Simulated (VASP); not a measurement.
Cu: relaxation of shape and atoms at fixed volume with PBEsol

The system is Cu.

```
Cu
1.0
     2.50045    0.00000    0.00000
    -1.25022    2.16545    0.00000
     0.00000    0.00000    4.10145
Cu
2
Direct
  0.33333 0.66667 0.25000
  0.66667 0.33333 0.75000
```

This isn't the form of Cu at room conditions, which is fcc.

| Quantity | Value |
| --- | --- |
| Program | VASP 6.6.1 |
| Task | relaxation of shape and atoms at fixed volume |
| Functional | PBEsol |
| Potentials or basis | VASP PAW PBE potentials, release 64 (Cu) |
| Cutoff | 600 eV |
| k mesh | 18 × 18 × 10 |
| Occupations | fermi-dirac, width 0.15 eV |
| Spin | no spin polarisation |
| Dipole correction | no |
| Further INCAR settings | ALGO = Fast; EDIFF = 1e-07; IBRION = 2; EDIFFG = -0.001; NSW = 80; ISIF = 4 |

```json
{"Energy gained by relaxing": "0.0 meV/atom", "Ionic steps": "3", "Pressure after relaxing": "4.3 GPa", "Band gap on the k mesh": "zero (bands 11 and 12 overlap by 6.23 eV)"}
```

Final structure:
```
CELL_PARAMETERS angstrom
2.50081 0.00000 0.00000
-1.25041 2.16577 0.00000
0.00000 0.00000 4.10025
ATOMIC_POSITIONS crystal
Cu 0.33333 0.66667 0.25000
Cu 0.66667 0.33333 0.75000
```

Levels at points of the mesh, in eV from the Fermi level:
```tsv
k point	band 9	band 10	band 11	band 12	band 13	band 14
(0.00, 0.00, 0.00)	-2.58	-1.77	-1.77	-1.23	4.02	21.92
(0.50, 0.00, 0.00)	-1.62	-1.56	0.01	1.70	8.02	8.45
(0.00, 0.00, 0.50)	-2.02	-2.02	-2.02	-2.02	12.86	12.86
(0.50, 0.00, 0.50)	-1.60	-1.60	0.43	0.43	5.19	5.19
```

It took 4.3 min on 1 thread of Intel Xeon 8259CL (shared host), peak memory 0.2 GiB.

Caveat: the PAW data sets were made with another functional, which shifts forces and pressure a little.
